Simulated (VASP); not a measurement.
Wanted: the native input for a VASP 6.6.1 run.

```
Task                   : single point
Functional             : PBE
Potentials or basis    : VASP PAW PBE potentials, release 64 (V_sv, H)
Cutoff                 : 520 eV
k mesh                 : 6 × 6 × 6
Occupations            : gaussian, width 0.1 eV
Spin                   : collinear spin, ferromagnetic start
Starting moments       : [2.0, 0.0, 0.0, 0.0, 0.0, 0.0, 0.0] μB
Dipole correction      : no
Further INCAR settings : ALGO = Normal; EDIFF = 1e-06; NBANDS = 22
```

The structure of VH6 lies in POSCAR:

```
VH6
1.0
   -2.4872429500      2.4872429500      2.4872429500
    2.4872429500     -2.4872429500      2.4872429500
    2.4872429500      2.4872429500     -2.4872429500
V H
1 6
Direct
    0.0000000000      0.0000000000      0.0000000000
    0.7256271800      0.7256271800      0.0000000000
    0.2743728200      0.2743728200      0.0000000000
    0.0000000000      0.2743728200      0.2743728200
    0.0000000000      0.7256271800      0.7256271800
    0.7256271800      0.0000000000      0.7256271800
    0.2743728200      0.0000000000      0.2743728200
```

The cell was generated, and may not be a known phase.

These files were run (other wordings do the same):

INCAR

```
PREC = Accurate
ENCUT = 520
EDIFF = 1E-6
ISMEAR = 0
SIGMA = 0.1
LREAL = False
LASPH = True
NELM = 150
ALGO = Normal
ISIF = 2
LWAVE = False
LCHARG = True
ISPIN = 2
MAGMOM = 2 0 0 0 0 0 0
LORBIT = 11
LMAXMIX = 4
GGA = PE
LELF = True
LVHAR = True
NBANDS = 22
```

KPOINTS

```
Automatic mesh
0
Gamma
  6 6 6
```

Potentials or basis: VASP PAW PBE potentials, release 64 (V_sv, H).

The run is started by

```sh
$ cat potpaw_PBE.64/V_sv/POTCAR potpaw_PBE.64/H/POTCAR > POTCAR
$ mpirun -np 1 vasp_std > vasp.out
```

It gave:

```yaml
Pressure: 44.9 GPa
Largest_force: 7.394 eV/Å
Net_moment: -2.01 μB per cell
Site_moments: V -1.08; H -0.07 μB
Valence_electrons_inside_the_program's_atomic_spheres: V 12.72; H 0.60
```

Caveat: the cell stands under pressure; forces of over 1 eV/Å act on the atoms, so gaps and moduli don't describe the material at rest.

Wall time 48 s on 1 thread of Intel(R) Xeon(R) 6975P-C (Granite Rapids) (shared host), peak memory 0.21 GiB.
